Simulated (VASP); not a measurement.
# CdS (Fm-3m) in VASP: a series of runs

The runs below take CdS through single point, with r2SCAN.

All numbers are computed with VASP 6.6.1; they aren't measurements. Logs are shortened: lines on timing, memory, paths and dates and some standing lists are left out, and cuts for length are marked.

### 1 The cell of the first run

It takes space group Fm-3m (No. 225, cubic). Conventional cell: a = 5.375 Å, b = 5.375 Å, c = 5.375 Å, α = 90.00°, β = 90.00°, γ = 90.00°. Within 3.5 Å of Cd (site symmetry m-3m) lie 6 S at 2.69 Å. S (site symmetry m-3m) has 6 Cd at 2.69 Å within 3.5 Å.

### 2 Single point, r2SCAN

POSCAR

```
CdS
1.0
    0.0000000000      2.6874292063      2.6874292063
    2.6874292063      0.0000000000      2.6874292063
    2.6874292063      2.6874292063      0.0000000000
Cd S
1 1
Direct
    0.0000000000      0.0000000000      0.0000000000
    0.5000000000      0.5000000000      0.5000000000
```

INCAR.step1

```
SYSTEM = CdS
  ALGO = Normal
  EDIFF = 1E-5
  ENCUT = 700
  GGA = PE
  GGA_COMPAT = .FALSE.
  ISMEAR = 0
  LASPH = .TRUE.
  LCHARG = .FALSE.
  LREAL = .FALSE.
  LWAVE = .TRUE.
  NBANDS = 20
  NELM = 120
  PREC = Accurate
  SIGMA = 0.01
```

INCAR.step2

```
SYSTEM = CdS
  ALGO = Normal
  EDIFF = 1E-6
  ENCUT = 700
  GGA_COMPAT = .FALSE.
  ISIF = 2
  ISMEAR = 0
  ISTART = 1
  LASPH = .TRUE.
  LCHARG = .FALSE.
  LMIXTAU = .TRUE.
  LREAL = .FALSE.
  LWAVE = .FALSE.
  METAGGA = R2SCAN
  NBANDS = 20
  NELM = 120
  PREC = Accurate
  SIGMA = 0.01
```

KPOINTS

```
k-points
0
G
  8 8 8
  0 0 0
```

Potentials or basis: VASP PAW PBE potentials, release 64 (Cd_sv_GW, S).

On the command line:

```bash
$ cat potpaw_PBE.64/Cd_sv_GW/POTCAR potpaw_PBE.64/S/POTCAR > POTCAR
$ cp INCAR.step1 INCAR
$ mpirun -np 1 vasp_std > vasp.out
$ cp INCAR.step2 INCAR
$ mpirun -np 1 vasp_std > vasp.out
```

OUTCAR:

```text
SYSTEM = CdS
   EDIFF = 1E-6
   ENCUT = 700
   ISIF = 2
   ISMEAR = 0
   ISTART = 1
   LASPH = .TRUE.
   LREAL = .FALSE.
   METAGGA = R2SCAN
   NELM = 120
   PREC = Accurate

 ion  position               nearest neighbor table
   1  0.000  0.000  0.000-   2 2.69   2 2.69   2 2.69   2 2.69   2 2.69   2 2.69
   2  0.500  0.500  0.500-   1 2.69   1 2.69   1 2.69   1 2.69   1 2.69   1 2.69

  LATTYP: Found a face centered cubic cell.
 ALAT       =     5.3748584126

  Lattice vectors:

 A1 = (   0.0000000000,   2.6874292063,   2.6874292063)
 A2 = (   2.6874292063,   0.0000000000,   2.6874292063)
 A3 = (   2.6874292063,   2.6874292063,   0.0000000000)

Analysis of symmetry for initial positions (statically):
=====================================================================
 Subroutine PRICEL returns:
 Original cell was already a primitive cell.

 Routine SETGRP: Setting up the symmetry group for a
 face centered cubic supercell.

 Subroutine GETGRP returns: Found 48 space group operations
 (whereof 48 operations were pure point group operations)
 out of a pool of 48 trial point group operations.

The static configuration has the point symmetry O_h .

Analysis of symmetry for dynamics (positions and initial velocities):
=====================================================================
 Subroutine PRICEL returns:
 Original cell was already a primitive cell.

 Routine SETGRP: Setting up the symmetry group for a
 face centered cubic supercell.

 Subroutine GETGRP returns: Found 48 space group operations
 (whereof 48 operations were pure point group operations)
 out of a pool of 48 trial point group operations.

The dynamic configuration has the point symmetry O_h .

 Subroutine INISYM returns: Found 48 space group operations
 (whereof 48 operations are pure point group operations),
 and found     1 'primitive' translations

----------------------------------------------------------------------------------------

                                     Primitive cell

  volume of cell :      38.8187

  direct lattice vectors                    reciprocal lattice vectors
     0.000000000  2.687429206  2.687429206    -0.186051413  0.186051413  0.186051413
     2.687429206  0.000000000  2.687429206     0.186051413 -0.186051413  0.186051413
     2.687429206  2.687429206  0.000000000     0.186051413  0.186051413 -0.186051413

  length of vectors
     3.800598831  3.800598831  3.800598831     0.322250499  0.322250499  0.322250499

  position of ions in fractional coordinates (direct lattice)
     0.000000000  0.000000000  0.000000000
     0.500000000  0.500000000  0.500000000

  ion indices of the primitive-cell ions
   primitive index   ion index
                 1           1
                 2           2

----------------------------------------------------------------------------------------

 KPOINTS: k-points

Automatic generation of k-mesh.
 Grid dimensions read from file:
 generate k-points for:    8    8    8

 Generating k-lattice:

  Cartesian coordinates                     Fractional coordinates (reciprocal lattice)
    -0.023256427  0.023256427  0.023256427     0.125000000  0.000000000  0.000000000
     0.023256427 -0.023256427  0.023256427     0.000000000  0.125000000  0.000000000
     0.023256427  0.023256427 -0.023256427     0.000000000  0.000000000  0.125000000

  Length of vectors
     0.040281312  0.040281312  0.040281312

  Shift w.r.t. Gamma in fractional coordinates (k-lattice)
     0.000000000  0.000000000  0.000000000

 Subroutine IBZKPT returns following result:
 ===========================================

 Found     29 irreducible k-points:

 Following reciprocal coordinates:
            Coordinates               Weight
  0.000000  0.000000  0.000000      1.000000
  0.125000  0.000000  0.000000      8.000000
  0.250000  0.000000  0.000000      8.000000
  0.375000  0.000000  0.000000      8.000000
  0.500000  0.000000  0.000000      4.000000
  0.125000  0.125000  0.000000      6.000000
[... 16 lines left out ...]
  0.500000  0.250000  0.125000     48.000000
 -0.375000  0.250000  0.125000     24.000000
 [... further k-points ...]
   k-points           NKPTS =     29   k-points in BZ     NKDIM =     29   number of bands    NBANDS=     20
   number of dos      NEDOS =    301   number of ions     NIONS =      2
   total plane-waves  NPLWV =  46656
   dimension x,y,z NGX =    36 NGY =   36 NGZ =   36
   dimension x,y,z NGXF=    72 NGYF=   72 NGZF=   72
   ions per type =               1   1
   NGX,Y,Z   is equivalent  to a cutoff of  15.75, 15.75, 15.75 a.u.
   NGXF,Y,Z  is equivalent  to a cutoff of  31.49, 31.49, 31.49 a.u.
 SYSTEM =  CdS
   PREC   = accura    normal or accurate (medium, high low for compatibility)
   ISTART =      1    job   : 0-new  1-cont  2-samecut
   ICHARG =      0    charge: 1-file 2-atom 10-const
   ISPIN  =      1    spin polarized calculation?
   LNONCOLLINEAR =      F non collinear calculations
   LSORBIT =      F    spin-orbit coupling
   LASPH  =      T    aspherical Exc in radial PAW
   ENCUT  =  700.0 eV  51.45 Ry    7.17 a.u.   8.20  8.20  8.20*2*pi/ulx,y,z
   NELM   =    120;   NELMIN=  2; NELMDL=  0     # of ELM steps
   EDIFF  = 0.1E-05   stopping-criterion for ELM
   LREAL  =      F    real-space projection
   EDIFFG = 0.1E-04   stopping-criterion for IOM
   NSW    =      0    number of steps for IOM
   IBRION =     -1    ionic relax: 0-MD 1-quasi-New 2-CG
   NFREE  =      0    steps in history (QN), initial steepest desc. (CG)
   ISIF   =      2    stress and relaxation
   ISYM   =      2    0-nonsym 1-usesym 2-fastsym
   POTIM  = 0.5000    time-step for ionic-motion
   TEBEG  =    0.0;   TEEND  =   0.0 temperature during run
   PSTRESS=    0.0 pullay stress
   NELECT =      26.0000    total number of electrons
   NUPDOWN=      -1.0000    fix difference up-down
   EMIN   =  10.00;   EMAX   =-10.00  energy-range for DOS
   EFERMI =   0.00;   METHOD = LEGACY
   ISMEAR =     0;   SIGMA  =   0.01  broadening in eV -4-tet -1-fermi 0-gaus
   EFERMI_NEDOS =   21; number of points for ismear=-14 and -15
   IALGO  =     38    algorithm
   IMIX   =      4    mixing-type and parameters
     AMIX     =   0.40;   BMIX     =  1.00
     AMIX_MAG =   1.60;   BMIX_MAG =  1.00
  volume/ion in A,a.u.               =      19.41       130.98
  Fermi-wavevector in a.u.,A,eV,Ry     =   1.432360  2.706768 27.914472  2.051656
  Thomas-Fermi vector in A             =   2.551996
   LORBIT       =      0    0 simple, 1 ext, 2 COOP (PROOUT), +10 PAW based schemes
   METAGGA = R2SCAN    functional components
   LHFCALC =     F    Hartree Fock is set to
   AEXX    =    0.0000 exact exchange contribution
   IVDW    =     0    specifies the selected vdW correction
   LEPSILON=     F    determine dielectric tensor
   LRPA    =     F    only Hartree local field effects (RPA)
 non-spin polarized calculation
 Gauss-broadening in eV      SIGMA  =   0.01
  energy-cutoff  :      700.00
  volume of cell :       38.82
 maximum number of plane-waves:      1660
 NGX is ok and might be reduce to    36
   NGX = 17   NGY = 17   NGZ = 17

 number of electron      25.9999997 magnetization

 Free energy of the ion-electron system (eV)
  ---------------------------------------------------
  ext. energy  EPLUGINS =         0.00000000
  ---------------------------------------------------
  free energy    TOTEN  =       -29.57045313 eV

  energy without entropy =      -29.57045313  energy(sigma->0) =      -29.57045313

 E-fermi :   5.2537     XC(G=0): -11.3969

 val. band max:        5.1725650977   @ k =   0.5000   0.0000   0.0000
 cond. band min:       5.9206133240   @ k =   0.5000   0.5000   0.0000
 fundamental gap:      0.7480482264
 Fermi energy:         5.2537160630

 k-point     1 :       0.0000    0.0000    0.0000
  band No.  band energies     occupation
      1     -99.3124      2.00000
      2     -59.4784      2.00000
      3     -59.4784      2.00000
      4     -59.4784      2.00000
      5      -8.4902      2.00000
      6      -2.8295      2.00000
[... 12 lines left out ...]
     19      17.8717      0.00000
     20      17.8717      0.00000

 k-point     2 :       0.1250    0.0000    0.0000
  band No.  band energies     occupation
      1     -99.3124      2.00000
      2     -59.4787      2.00000
      3     -59.4784      2.00000
      4     -59.4784      2.00000
      5      -8.3410      2.00000
      6      -2.8873      2.00000
[... 12 lines left out ...]
     19      16.2485      0.00000
     20      17.2586      0.00000

 k-point     3 :       0.2500    0.0000    0.0000
  band No.  band energies     occupation
      1     -99.3123      2.00000
      2     -59.4795      2.00000
      3     -59.4785      2.00000
      4     -59.4785      2.00000
      5      -7.9393      2.00000
      6      -3.0231      2.00000
[... 12 lines left out ...]
     19      16.6545      0.00000
     20      16.9807      0.00000

 k-point     4 :       0.3750    0.0000    0.0000
  band No.  band energies     occupation
      1     -99.3123      2.00000
      2     -59.4802      2.00000
      3     -59.4787      2.00000
      4     -59.4787      2.00000
      5      -7.4524      2.00000
      6      -3.1518      2.00000
[... 12 lines left out ...]
     19      17.8855      0.00000
     20      17.8855      0.00000

 k-point     5 :       0.5000    0.0000    0.0000
  band No.  band energies     occupation
      1     -99.3123      2.00000
      2     -59.4806      2.00000
      3     -59.4787      2.00000
      4     -59.4787      2.00000
      5      -7.2118      2.00000
      6      -3.2032      2.00000
[... 12 lines left out ...]
     19      18.7271      0.00000
     20      18.7271      0.00000

 k-point     6 :       0.1250    0.1250    0.0000
  band No.  band energies     occupation
      1     -99.3124      2.00000
      2     -59.4787      2.00000
      3     -59.4785      2.00000
      4     -59.4785      2.00000
      5      -8.2989      2.00000
      6      -2.9512      2.00000
[... 12 lines left out ...]
     19      18.3811      0.00000
     20      18.7722      0.00000

 k-point     7 :       0.2500    0.1250    0.0000
  band No.  band energies     occupation
      1     -99.3123      2.00000
      2     -59.4793      2.00000
      3     -59.4786      2.00000
      4     -59.4786      2.00000
      5      -8.0038      2.00000
      6      -3.0528      2.00000
[... 12 lines left out ...]
     19      17.9116      0.00000
     20      18.6050      0.00000
[... 277 lines left out ...]
 k-point    20 :      -0.3750    0.3750    0.0000
  band No.  band energies     occupation
      1     -99.3123      2.00000
      2     -59.4801      2.00000
      3     -59.4797      2.00000
      4     -59.4791      2.00000
      5      -7.3456      2.00000
      6      -2.9640      2.00000
[... 12 lines left out ...]
     19      18.6719      0.00000
     20      22.1114      0.00000

 k-point    21 :       0.5000    0.5000    0.0000
  band No.  band energies     occupation
      1     -99.3123      2.00000
      2     -59.4804      2.00000
      3     -59.4792      2.00000
      4     -59.4792      2.00000
      5      -7.4979      2.00000
      6      -3.0071      2.00000
[... 12 lines left out ...]
     19      20.5142      0.00000
     20      20.6051      0.00000

 k-point    22 :       0.3750    0.2500    0.1250
  band No.  band energies     occupation
      1     -99.3123      2.00000
      2     -59.4797      2.00000
      3     -59.4790      2.00000
      4     -59.4787      2.00000
      5      -7.7190      2.00000
      6      -3.0691      2.00000
[... 12 lines left out ...]
     19      19.0990      0.00000
     20      20.2977      0.00000

 k-point    23 :       0.5000    0.2500    0.1250
  band No.  band energies     occupation
      1     -99.3123      2.00000
      2     -59.4801      2.00000
      3     -59.4792      2.00000
      4     -59.4788      2.00000
      5      -7.4073      2.00000
      6      -3.0635      2.00000
[... 12 lines left out ...]
     19      19.6781      0.00000
     20      20.3378      0.00000

 k-point    24 :      -0.3750    0.2500    0.1250
  band No.  band energies     occupation
      1     -99.3123      2.00000
      2     -59.4803      2.00000
      3     -59.4793      2.00000
      4     -59.4789      2.00000
      5      -7.2689      2.00000
      6      -3.1134      2.00000
[... 12 lines left out ...]
     19      18.5681      0.00000
     20      20.6389      0.00000

 [... further k-points ...]

------------------------ aborting loop because EDIFF is reached ----------------------------------------

  FORCE on cell =-STRESS in cart. coord.  units (eV):
  Direction    XX          YY          ZZ          XY          YZ          ZX
  --------------------------------------------------------------------------------------
  -------------------------------------------------------------------------------------
  Total        0.9377593      0.9377593      0.9377593      0.0000000      0.0000000     -0.0000000
  in kB       38.7044453     38.7044453     38.7044453      0.0000000      0.0000000     -0.0000000
  external PRESSURE =      38.7044453 kB  Pullay stress =       0.0000000 kB

 VOLUME and BASIS-vectors are now :
 -----------------------------------------------------------------------------
  energy-cutoff  :      700.00
  volume of cell :       38.82
      direct lattice vectors                 reciprocal lattice vectors
     0.000000000  2.687429206  2.687429206    -0.186051413  0.186051413  0.186051413
     2.687429206  0.000000000  2.687429206     0.186051413 -0.186051413  0.186051413
     2.687429206  2.687429206  0.000000000     0.186051413  0.186051413 -0.186051413

 POSITION                                       TOTAL-FORCE (eV/Angst)
 -----------------------------------------------------------------------------------
      0.00000      0.00000      0.00000        -0.000000     -0.000000     -0.000000
      2.68743      2.68743      2.68743         0.000000      0.000000      0.000000
 -----------------------------------------------------------------------------------
    total drift:                               -0.000000      0.000000      0.000000

  FREE ENERGIE OF THE ION-ELECTRON SYSTEM (eV)
  ---------------------------------------------------
  free  energy   TOTEN  =       -29.5704531346 eV

  energy  without entropy=      -29.5704531346  energy(sigma->0) =      -29.57045313
```

It took 1.8 min on 1 thread of AMD EPYC 9R45 (Zen 5), shared host; peak memory 0.21 GiB.

Results:

* Free energy: -29.5705 eV
* Pressure: 3.9 GPa
* Band gap on the k mesh: 0.75 eV (least direct gap 2.72 eV)

Caveat: the cell stands under pressure; semilocal functionals underestimate gaps, and a narrow one can read as zero; the PAW data sets were made with another functional, which shifts forces and pressure a little. A k mesh can miss the band edges.

(Continued in part 2 of 2.)
